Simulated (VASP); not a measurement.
# Sn (I4/mmm) in VASP: further runs, part 2 of 2

VASP 6.6.1. Earlier steps stand in the parts before.

## 3. Electric field gradients, PBEsol (28.45 Å³/atom)

This run uses another cell than the first one, of 28.45 Å³/atom.

The input, INCAR:

```
SYSTEM = Sn
PREC = Accurate
ENCUT = 520
EDIFF = 1E-8
ISMEAR = -1
SIGMA = 0.05
LREAL = .FALSE.
LASPH = .TRUE.
NELM = 60
ALGO = Normal
ISIF = 2
LWAVE = .FALSE.
LCHARG = .FALSE.
GGA = PS
LEFG = .TRUE.
NBANDS = 13
```

The input, KPOINTS:

```
regular mesh
0
G
  16 16 16
  0 0 0
```

The input, POSCAR:

```
Sn
1.0
   -2.0558923339      2.0558923339      1.6826146010
    2.0558923339     -2.0558923339      1.6826146010
    2.0558923339      2.0558923339     -1.6826146010
Sn
1
Direct
    0.0000000000      0.0000000000      0.0000000000
```

Potentials or basis: VASP PAW PBE potentials, release 64 (Sn_d).

Command:

```bash
$ cat potpaw_PBE.64/Sn_d/POTCAR > POTCAR
$ mpirun -np 1 vasp_std > vasp.out
```

OUTCAR:

```text
SYSTEM = Sn
   PREC = Accurate
   ENCUT = 520
   EDIFF = 1E-8
   ISMEAR = -1
   LREAL = .FALSE.
   LASPH = .TRUE.
   NELM = 60
   ISIF = 2
   GGA = PS

 ion  position               nearest neighbor table
   1  0.000  0.000  0.000-

  LATTYP: Found a body centered tetragonal cell.
 ALAT       =     4.1117846678
 C/A-ratio  =     0.8184351745

  Lattice vectors:

 A1 = (  -2.0558923339,   2.0558923339,   1.6826146010)
 A2 = (   2.0558923339,  -2.0558923339,   1.6826146010)
 A3 = (   2.0558923339,   2.0558923339,  -1.6826146010)

Analysis of symmetry for initial positions (statically):
[... 587 lines left out ...]
    total drift:                               -0.000000     -0.000000     -0.000000

  FREE ENERGIE OF THE ION-ELECTRON SYSTEM (eV)
  ---------------------------------------------------
  free  energy   TOTEN  =        -4.2139028750 eV

  energy  without entropy=       -4.2091849966  energy(sigma->0) =       -4.21154394

 Electric field gradients (V/A^2)
---------------------------------------------------------------------
 ion       V_xx      V_yy      V_zz      V_xy      V_xz      V_yz
---------------------------------------------------------------------
   1      -3.628    -3.628     7.256    -0.001    -0.002    -0.002
---------------------------------------------------------------------

 Electric field gradients after diagonalization (V/A^2)
 (convention: |V_zz| > |V_xx| > |V_yy|)
----------------------------------------------------------------------
 ion       V_xx      V_yy      V_zz     asymmetry (V_yy - V_xx)/ V_zz
----------------------------------------------------------------------
   1      -3.629    -3.627     7.256       0.000
----------------------------------------------------------------------

           NMR quadrupolar parameters

 Cq : quadrupolar parameter    Cq=e*Q*V_zz/h
 eta: asymmetry parameters     (V_yy - V_xx)/ V_zz
 Q  : nuclear electric quadrupole moment in mb (millibarn)
----------------------------------------------------------------------
 ion       Cq(MHz)       eta       Q (mb)
----------------------------------------------------------------------
   1       0.018       0.000       1.000
----------------------------------------------------------------------
```

OSZICAR:

```text
N       E                     dE             d eps       ncg     rms          rms(c)
DAV:   1     0.804688869596E+02    0.80469E+02   -0.71313E+03  9345   0.157E+03
DAV:   2     0.149655926338E+01   -0.78972E+02   -0.76560E+02  9659   0.341E+02
DAV:   3    -0.411169861730E+01   -0.56083E+01   -0.55891E+01 10814   0.738E+01
DAV:   4    -0.422881138201E+01   -0.11711E+00   -0.11709E+00 10816   0.114E+01
DAV:   5    -0.423286868685E+01   -0.40573E-02   -0.40572E-02 11983   0.206E+00    0.126E+00
DAV:   6    -0.421825513281E+01    0.14614E-01   -0.16558E-02 11494   0.222E+00    0.676E-01
DAV:   7    -0.421413980429E+01    0.41153E-02   -0.90952E-03 11369   0.154E+00    0.112E-01
DAV:   8    -0.421390170734E+01    0.23810E-03   -0.71220E-04 11067   0.455E-01    0.194E-02
DAV:   9    -0.421390229431E+01   -0.58697E-06   -0.14164E-05 13047   0.454E-02    0.110E-02
DAV:  10    -0.421390291090E+01   -0.61658E-06   -0.96655E-07 11091   0.117E-02    0.634E-04
DAV:  11    -0.421390292915E+01   -0.18249E-07   -0.33177E-08 11286   0.256E-03    0.203E-04
DAV:  12    -0.421390287322E+01    0.55925E-07   -0.32872E-09  6397   0.985E-04    0.836E-05
DAV:  13    -0.421390287504E+01   -0.18181E-08   -0.40662E-10  5747   0.279E-04
   1 F= -.42139029E+01 E0= -.42115439E+01  d E =-.471788E-02
```

stdout:

```text
POSCAR found type information on POSCAR Sn
 POSCAR found :  1 types and       1 ions
 scaLAPACK will be used
 -----------------------------------------------------------------------------
|                                                                             |
|                                                                             |
|     You enforced a specific xc type in the INCAR file but a different       |
|     I HOPE YOU KNOW WHAT YOU ARE DOING!                                     |
|                                                                             |
 -----------------------------------------------------------------------------

 LDA part: xc-table for (Slater+PW92), standard interpolation
 POSCAR, INCAR and KPOINTS ok, starting setup
 FFT: planning ... GRIDC
 FFT: planning ... GRID_SOFT
 FFT: planning ... GRID
 WAVECAR not read
 entering main loop
ion   1
```

Wall time 70 s (1 thread of Intel Xeon Platinum 8488C (Sapphire Rapids), shared host); peak memory 0.24 GiB.

What came out:

```
Free energy                             : -4.2139 eV
Pressure                                : -3.5 GPa
Band gap on the k mesh                  : zero (bands 7 and 8 overlap by 8.54 eV)
Largest electric field gradient by atom : Sn +7.3 V/Å²
```

Electric field gradients, principal values (V/Å²):
| atom | least | middle | greatest (by size) |
| --- | --- | --- | --- |
| 1 Sn | -3.627 | -3.629 | 7.256 |

Caveat: the cell stands under tension; without QUAD_EFG the Cq values of the log hold for a quadrupole moment of 1 mb, not for the nuclei; the PAW data sets were made with another functional, which shifts forces and pressure a little; spin-orbit coupling is left out, which moves the levels of the heavy elements.
